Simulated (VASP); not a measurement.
Input of a VASP 6.6.1 run:

File INCAR:

```
  ALGO = Fast
  EDIFF = 1E-6
  ENCUT = 520
  GGA = PE
  ISIF = 2
  ISMEAR = 0
  LASPH = T
  LCHARG = T
  LELF = T
  LREAL = F
  LVHAR = T
  LWAVE = F
  NBANDS = 31
  NELM = 60
  PREC = Accurate
  SIGMA = 0.1
```

The input KPOINTS:

```
k-points
0
Gamma
  10 10 10
```

File POSCAR:

```
BaZn3
1.0
    4.7736995332      0.0000000000      0.0000000000
    0.0000000000      4.7736995332      0.0000000000
    0.0000000000      0.0000000000      4.7736995332
Ba Zn
1 3
Direct
    0.0000000000      0.0000000000      0.0000000000
    0.0000000000      0.5000000000      0.5000000000
    0.5000000000      0.0000000000      0.5000000000
    0.5000000000      0.5000000000      0.0000000000
```

Potentials or basis: VASP PAW PBE potentials, release 64 (Ba_sv, Zn).

Command:

```bash
$ cat potpaw_PBE.64/Ba_sv/POTCAR potpaw_PBE.64/Zn/POTCAR > POTCAR
$ mpirun -np 1 vasp_std > vasp.out
```

**Question.** Predict the pressure.

**Answer.** 0.2 GPa.

**Question.** What does it give for the band gap on the k mesh?

**Answer.** Zero (band 23 reaches 2.45 eV, above the bottom of band 24 at 1.40 eV).

Caveat: spin-orbit coupling is left out, which moves the levels of the heavy elements.
